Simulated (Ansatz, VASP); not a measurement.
# Ge2Sb2Te5: VASP beside Ansatz

```
Ge Sb Te
1.0
     4.46300    0.00000    0.00000
    -2.23150    3.86507    0.00000
     0.00000    0.00000   18.68940
Ge Sb Te
2 2 5
Direct
  0.00000 0.00000 0.33147
  0.00000 0.00000 0.66853
  0.33333 0.66667 0.11216
  0.66667 0.33333 0.88784
  0.00000 0.00000 0.00000
  0.33333 0.66667 0.79136
  0.66667 0.33333 0.20864
  0.33333 0.66667 0.40975
  0.66667 0.33333 0.59025
```

Alike in both runs: task single point; functional PBE; k mesh 9 × 9 × 2; occupations gaussian, width 0.03 eV; no spin polarisation.

|  | VASP | Ansatz |
| --- | --- | --- |
| version | VASP 6.6.1 | Ansatz 0.2.0 |
| potentials or method | VASP PAW PBE potentials, release 64 (Ge_d, Sb, Te), cutoff 520 eV | scalar-relativistic, plane waves, PAW |
| valence electrons in the cell | 68 | 138 |

|  | VASP | Ansatz | Ansatz less VASP |
| --- | --- | --- | --- |
| gap on the k mesh at the Fermi level (eV) | 0.16 | 0.16 | +0.006 |
| least direct gap on the mesh (eV) | 0.16 | 0.16 | +0.006 |
| pressure (GPa) | -4.4 | -4.3 | +0.03 |
| traceless stress, the component that is largest in VASP (GPa) | 0.43 | 0.43 | +0.004 |
| rms of the force components (eV/Å) | 0.255 | 0.259 | +0.0037 |

Atom by atom the forces differ by 0.005 eV/Å (rms over components). The functional is the same, so the differences come from potentials, cutoffs and numerics. VASP's potentials hold 68 valence electrons a cell and Ansatz's 138, so a difference there can come from the potentials and not from the codes.

Spin-orbit coupling is off throughout.
